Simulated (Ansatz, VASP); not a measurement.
# One calculation of Nb, two programs

```
Nb
1.0
     2.65782    0.00000    0.00000
     0.00000    2.65782    0.00000
     0.00000    0.00000    2.65782
Nb
1
Direct
  0.00000 0.00000 0.00000
```

Alike in both runs: task single point; functional revPBE; k mesh 13 × 13 × 13; occupations fermi-dirac, width 0.1 eV; no spin polarisation.

|  | VASP | Ansatz |
| --- | --- | --- |
| version | VASP 6.6.1 | Ansatz 0.2.0 |
| potentials or method | VASP PAW PBE potentials, release 64 (Nb_sv), cutoff 520 eV | plane waves (420 eV) with PAW, scalar-relativistic |
| valence electrons in the cell | 13 | 13 |

VASP gave:

```
pressure (GPa) : 11.7
```

Question: What did Ansatz give for the same quantities?

Answer: Pressure (GPa): 11.9.

VASP's potentials were made for PBE, not for revPBE.
